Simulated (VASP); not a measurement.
# PtSe2 in VASP: single point with PBE+D3(BJ)

Aim: the single point of PtSe2 with PBE+D3(BJ).

Program: VASP 6.6.1. These are calculated values, not measurements. Logs are shortened: lines on timing, memory, paths and dates and some standing lists are left out, and cuts for length are marked.

## Step 1: The cell of the first run

The cell holds a slab with vacuum, 6 atoms: a = 3.707 Å, b = 3.707 Å, c = 22.799 Å, α = 90.00°, β = 90.00°, γ = 120.00°.

## Step 2: Single point, PBE+D3(BJ)

INCAR

```
PREC = Accurate
ENCUT = 520
EDIFF = 1E-6
ISMEAR = 0
SIGMA = 0.05
LREAL = False
LASPH = True
NELM = 80
ALGO = Normal
ISIF = 2
LWAVE = False
LCHARG = False
LDIPOL = True
IDIPOL = 3
DIPOL = 0.5 0.5 0.383
GGA = PE
IVDW = 12
NBANDS = 31
```

KPOINTS

```
Automatic mesh
0
Gamma
  9 9 1
```

POSCAR

```
PtSe2
1.0
    3.7069017468      0.0000000000      0.0000000000
   -1.8534508734      3.2102710821      0.0000000000
    0.0000000000      0.0000000000     22.7988449202
Se Pt
4 2
Direct
    0.6666666667      0.3333333333      0.1973784205
    0.3333333333      0.6666666667      0.3135870473
    0.3333333333      0.6666666667      0.4521905604
    0.6666666667      0.3333333333      0.5683991871
    0.0000000000      0.0000000000      0.2554827339
    1.0000000000      1.0000000000      0.5102948737
```

Potentials or basis: VASP PAW PBE potentials, release 64 (Se, Pt).

Started as:

```
$ cat potpaw_PBE.64/Se/POTCAR potpaw_PBE.64/Pt/POTCAR > POTCAR
$ mpirun -np 1 vasp_std > vasp.out
```

OUTCAR:

```text
PREC = Accurate
   ENCUT = 520
   EDIFF = 1E-6
   ISMEAR = 0
   LREAL = False
   LASPH = True
   NELM = 80
   ISIF = 2
   GGA = PE
   IVDW = 12
 IVDW          = 12

 ion  position               nearest neighbor table
   1  0.667  0.333  0.197-   5 2.52   5 2.52   5 2.52
   2  0.333  0.667  0.314-   5 2.52   5 2.52   5 2.52
   3  0.333  0.667  0.452-   6 2.52   6 2.52   6 2.52
   4  0.667  0.333  0.568-   6 2.52   6 2.52   6 2.52
   5  0.000  0.000  0.255-   2 2.52   1 2.52   2 2.52   1 2.52   2 2.52   1 2.52
   6  0.000  0.000  0.510-   3 2.52   3 2.52   3 2.52   4 2.52   4 2.52   4 2.52

  LATTYP: Found a hexagonal cell.
 ALAT       =     3.7069017468
 C/A-ratio  =     6.1503774520

  Lattice vectors:

 A1 = (   3.7069017468,   0.0000000000,   0.0000000000)
 A2 = (  -1.8534508734,   3.2102710821,   0.0000000000)
 A3 = (   0.0000000000,   0.0000000000,  22.7988449202)

Analysis of symmetry for initial positions (statically):
=====================================================================
 Subroutine PRICEL returns:
 Original cell was already a primitive cell.

 Routine SETGRP: Setting up the symmetry group for a
 hexagonal supercell.

 Subroutine GETGRP returns: Found 12 space group operations
 (whereof  6 operations were pure point group operations)
 out of a pool of 24 trial point group operations.

The static configuration has the point symmetry C_3v.
 The point group associated with its full space group is D_3h.

Analysis of symmetry for dynamics (positions and initial velocities):
=====================================================================
 Subroutine PRICEL returns:
 Original cell was already a primitive cell.

 Routine SETGRP: Setting up the symmetry group for a
 hexagonal supercell.

 Subroutine GETGRP returns: Found 12 space group operations
 (whereof  6 operations were pure point group operations)
 out of a pool of 24 trial point group operations.

The dynamic configuration has the point symmetry C_3v.
 The point group associated with its full space group is D_3h.

 Subroutine INISYM returns: Found 12 space group operations
 (whereof  6 operations are pure point group operations),
 and found     1 'primitive' translations

----------------------------------------------------------------------------------------

                                     Primitive cell

  volume of cell :     271.3099

  direct lattice vectors                    reciprocal lattice vectors
     3.706901747  0.000000000  0.000000000     0.269767064  0.155750087  0.000000000
[... 93 lines left out ...]
   NUPDOWN=      -1.0000    fix difference up-down
   EMIN   =  10.00;   EMAX   =-10.00  energy-range for DOS
   EFERMI =   0.00;   METHOD = LEGACY
   ISMEAR =     0;   SIGMA  =   0.05  broadening in eV -4-tet -1-fermi 0-gaus
   EFERMI_NEDOS =   21; number of points for ismear=-14 and -15
   IALGO  =     38    algorithm
   IMIX   =      4    mixing-type and parameters
     AMIX     =   0.40;   BMIX     =  1.00
     AMIX_MAG =   1.60;   BMIX_MAG =  1.00
  volume/ion in A,a.u.               =      45.22       305.15
  Fermi-wavevector in a.u.,A,eV,Ry     =   0.892765  1.687081 10.844244  0.797029
  Thomas-Fermi vector in A             =   2.014756
   LORBIT       =      0    0 simple, 1 ext, 2 COOP (PROOUT), +10 PAW based schemes
   GGA     = PE    functional components
   LHFCALC =     F    Hartree Fock is set to
   AEXX    =    0.0000 exact exchange contribution
   IVDW    =    12    specifies the selected vdW correction
   LEPSILON=     F    determine dielectric tensor
   LRPA    =     F    only Hartree local field effects (RPA)
 non-spin polarized calculation
 Gauss-broadening in eV      SIGMA  =   0.05
  energy-cutoff  :      520.00
  volume of cell :      271.31
 maximum number of plane-waves:      7334
 NGX is ok and might be reduce to    28
   NGX = 13   NGY = 13   NGZ = 85

 dipolmoment           0.000000      0.000000      0.000001 electrons x Angstroem

 number of electron      44.0000000 magnetization

 dipolmoment           0.000000      0.000000     -0.000004 electrons x Angstroem

 Free energy of the ion-electron system (eV)
  ---------------------------------------------------
  ext. energy  EPLUGINS =         0.00000000
  ---------------------------------------------------
  free energy    TOTEN  =       -28.38431486 eV

  energy without entropy =      -28.38431486  energy(sigma->0) =      -28.38431486

 E-fermi :   0.2333     XC(G=0):  -5.4522

 val. band max:       -0.0016025517   @ k =   0.1111   0.1111   0.0000
 cond. band min:       0.4721505589   @ k =   0.2222   0.0000   0.0000
 fundamental gap:      0.4737531106
 Fermi energy:         0.2333166247

 k-point     1 :       0.0000    0.0000    0.0000
  band No.  band energies     occupation
      1     -14.8238      2.00000
      2     -14.6796      2.00000
      3     -13.1206      2.00000
      4     -12.8602      2.00000
      5      -6.2054      2.00000
      6      -5.7733      2.00000
[... 397 lines left out ...]
     30       7.3313      0.00000
     31       7.8693      0.00000

------------------------ aborting loop because EDIFF is reached ----------------------------------------

 vacuum level on the upper side and lower side of the slab       (xc-potential included)        -0.151        -0.151

 Edisp (eV)   -2.12691

 E8    (eV) :    -0.9418

  FORCE on cell =-STRESS in cart. coord.  units (eV):
  Direction    XX          YY          ZZ          XY          YZ          ZX
  --------------------------------------------------------------------------------------
  -------------------------------------------------------------------------------------
  Total       0.21431     0.21431     1.34217    -0.00000     0.00000    -0.00000
  in kB       1.26555     1.26555     7.92597    -0.00000     0.00000    -0.00000
  external pressure =        3.49 kB  Pullay stress =        0.00 kB

 VOLUME and BASIS-vectors are now :
 -----------------------------------------------------------------------------
  energy-cutoff  :      520.00
  volume of cell :      271.31
      direct lattice vectors                 reciprocal lattice vectors
     3.706901747  0.000000000  0.000000000     0.269767064  0.155750087  0.000000000
    -1.853450873  3.210271082  0.000000000     0.000000000  0.311500174  0.000000000
     0.000000000  0.000000000 22.798844920     0.000000000  0.000000000  0.043861871

 POSITION                                       TOTAL-FORCE (eV/Angst)
 -----------------------------------------------------------------------------------
      1.85345      1.07009      4.50000         0.000000     -0.000000     -0.036260
     -0.00000      2.14018      7.14942        -0.000000      0.000000     -0.344294
     -0.00000      2.14018     10.30942         0.000000      0.000000      0.344294
      1.85345      1.07009     12.95884         0.000000     -0.000000      0.036260
      0.00000      0.00000      5.82471        -0.000000      0.000000      0.000818
      0.00000      0.00000     11.63413        -0.000000      0.000000     -0.000818
 -----------------------------------------------------------------------------------
    total drift:                                0.000000      0.000000     -0.000149

  FREE ENERGIE OF THE ION-ELECTRON SYSTEM (eV)
  ---------------------------------------------------
  free  energy   TOTEN  =       -30.5112238897 eV

  energy  without entropy=      -30.5112238897  energy(sigma->0) =      -30.51122389

 vacuum level on the upper side and lower side of the slab         4.863         4.862
```

It took 3.1 min on 1 thread of AMD EPYC 7R13 (Zen 3), shared host; peak memory 0.38 GiB.

What came out:

```yaml
Free_energy: -30.5112 eV
Largest_force: 0.344 eV/Å
Band_gap_on_the_k_mesh: 0.47 eV (least direct gap 0.73 eV)
Dispersion_energy_per_atom: -0.354 eV
```

Forces in eV/Å, atoms in the order of the input:
```
Se   0.000  0.000 -0.036
Se   0.000  0.000 -0.344
Se   0.000  0.000  0.344
Se   0.000  0.000  0.036
Pt   0.000  0.000  0.001
Pt   0.000  0.000 -0.001
```

Caveat: spin-orbit coupling is left out, which moves the levels of the heavy elements.
